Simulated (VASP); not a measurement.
Wanted: the native input for a VASP 6.6.1 run.

- Task: single point
- Functional: PBEsol
- Potentials or basis: VASP PAW PBE potentials, release 64 (Pt, S)
- Cutoff: 520 eV
- k mesh: 2 × 2 × 2
- Occupations: fermi-dirac, width 0.026 eV
- Spin: no spin polarisation
- Dipole correction: no
- Further INCAR settings: LREAL = Auto; ALGO = Normal; EDIFF = 1e-06; NBANDS = 106

The structure of PtS2 lies in POSCAR:

```
PtS2
1.0
    0.0000000000      5.9042880000      5.9042880000
    5.9042880000      0.0000000000      5.9042880000
    5.9042880000      5.9042880000      0.0000000000
Pt S
8 16
Direct
   -0.0097452055      0.0028195610     -0.0038798074
    0.0068824556     -0.0130352720      0.5041356384
   -0.0000488628      0.4920880384      0.0016090848
    0.0029784286      0.4961638897      0.4996003752
    0.4925947041      0.0030532047      0.0010282358
    0.4992452096      0.0036990912      0.5001310065
    0.5027283561      0.5081921817     -0.0076070138
    0.4997844787      0.4914740778      0.5076292857
    0.1263657870      0.1165249730      0.1491163710
    0.3570069753      0.3889827190      0.3679102374
    0.1102303953      0.1256913619      0.6328004325
    0.3784395341      0.3731020574      0.8786717382
    0.1168247552      0.6521787216      0.1115165791
    0.3804044620      0.8680967968      0.3850392291
    0.1308745441      0.6208584337      0.6368019311
    0.3939094773      0.8632490488      0.8575818117
    0.6342088157      0.0955194767      0.1293896063
    0.8687818074      0.3850330472      0.3661272960
    0.6340337734      0.1176145202      0.6202112770
    0.8853582346      0.3635418868      0.8885614997
    0.6189277183      0.6379999587      0.1210881820
    0.9011359202      0.8596730038      0.3609893352
    0.6380513620      0.5973777024      0.6390523294
    0.8853993911      0.8495122528      0.8843515086
```

The input as run:

INCAR

```
SYSTEM = PtS2
PREC = Accurate
ENCUT = 520
EDIFF = 1E-6
ISMEAR = -1
SIGMA = 0.026
LREAL = Auto
LASPH = .True.
NELM = 100
ALGO = Normal
ISIF = 2
LWAVE = .False.
LCHARG = .True.
GGA = PS
LELF = .True.
LVHAR = .True.
NBANDS = 106
```

KPOINTS

```
Automatic mesh
0
Gamma
  2 2 2
  0 0 0
```

Potentials or basis: VASP PAW PBE potentials, release 64 (Pt, S).

The run is started by

```bash
$ cat potpaw_PBE.64/Pt/POTCAR potpaw_PBE.64/S/POTCAR > POTCAR
$ mpirun -np 1 vasp_std > vasp.out
```

It gave:

```yaml
Pressure: 0.0 GPa
Largest_force: 0.839 eV/Å
Band_gap_on_the_k_mesh: zero (bands 88 and 89 overlap by 0.17 eV)
```

Caveat: the k points lie up to 0.46 Å⁻¹ apart; the atoms stand as in a frame of molecular dynamics; the structure was generated, so it needn't be the stable form of PtS2; the PAW data sets were made with another functional, which shifts forces and pressure a little; spin-orbit coupling is left out, which moves the levels of the heavy elements.

Run time: 12 min on 1 thread of Intel(R) Xeon(R) Platinum 8488C (Sapphire Rapids), with other jobs on the host, peak memory 0.67 GiB.
